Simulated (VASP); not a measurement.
Write the native input for VASP 6.6.1 that does the following.

| Item | Value |
| --- | --- |
| Task | single point |
| Functional | PBE |
| Dispersion | D3(BJ) |
| Potentials or basis | VASP PAW PBE potentials, release 64 (O_h, H_h, C_h) |
| Cutoff | 1000 eV |
| k mesh | 1 × 1 × 1 |
| Occupations | fermi-dirac, width 0.02 eV |
| Spin | no spin polarisation |
| Dipole correction | no |
| Further INCAR settings | LREAL = Auto; ALGO = Normal; EDIFF = 1e-06; NBANDS = 60 |

The structure of H20CO9 lies in POSCAR:

```
H20CO9
1.0
    6.9637580000      0.0000000000      0.0000000000
    0.0000000000      6.9637580000      0.0000000000
    0.0000000000      0.0000000000      6.9637580000
O H C
9 20 1
Direct
    0.1469200501      0.4038110742      0.6377292251
    0.1559845474      0.5592770410      0.2537798530
    0.8488141584      0.4505152934      0.0150623855
    0.4056717879      0.9179659409      0.6402459703
    0.6914758695      0.6727857594      0.7328027349
    1.0385315949      0.9038037037      0.7919004908
    0.4739116878      0.2125721014      0.9072338783
    0.3815943096      0.9299227049      0.2341471498
    0.8632316980      1.1449362823      0.5281152758
    0.0563776172      0.4605102182      0.7291864840
    0.1483046598      0.4898875704      0.5248714598
    0.0408282746      0.5198336209      0.1797958837
    0.2570614431      0.4757819679      0.2058693729
    0.7791986502      0.5532858577     -0.0536816091
    0.7563325204      0.3433235271      0.0079171232
    0.3972088858      0.9386133484      0.5000917329
    0.2722548335      0.8963039333      0.6868123106
    0.5821584352      0.7615393068      0.7022788558
    0.6719696645      0.5623501908      0.6496864850
    0.9757991952      1.0085693353      0.7177913352
    0.9410538586      0.8028336903      0.7781074194
    0.3843719779      0.3042416865      0.8488165719
    0.4778958836      0.1121194019      0.8062116444
    0.2860128853      0.8348539456      0.1953719661
    0.3895100131      1.0241783554      0.1298892901
    0.7451623452      0.9303164085      0.3652732038
    0.9763329520      1.2315700613      0.5303031036
    0.8964267976      1.0880670732      0.2313649870
    0.9999470108      0.9125006766      0.3893091431
    0.8789018930      1.0127052229      0.3694860734
```

One way to write it, as run:

INCAR

```
SYSTEM = H20CO9
PREC = Accurate
ENCUT = 1000
EDIFF = 1E-6
ISMEAR = -1
SIGMA = 0.02
LREAL = Auto
LASPH = .TRUE.
NELM = 120
ALGO = Normal
ISIF = 2
LWAVE = .FALSE.
LCHARG = .FALSE.
GGA = PE
IVDW = 12
NBANDS = 60
GGA_COMPAT = .FALSE.
```

KPOINTS

```
Automatic mesh
0
G
  1 1 1
  0 0 0
```

Potentials or basis: VASP PAW PBE potentials, release 64 (O_h, H_h, C_h).

Launch:

```console
$ cat potpaw_PBE.64/O_h/POTCAR potpaw_PBE.64/H_h/POTCAR potpaw_PBE.64/C_h/POTCAR > POTCAR
$ mpirun -np 1 vasp_gam > vasp.out
```

Results of the run:

* Pressure: -1.2 GPa
* Largest force: 0.393 eV/Å
* Dispersion energy per atom: -0.030 eV

Caveat: the k points lie up to 0.90 Å⁻¹ apart, too coarse for converged energies, forces and pressures.

It took 3.1 min on 1 thread of AMD EPYC 7R43 64-Core Processor (Zen 3) (shared host), peak memory 0.63 GiB.
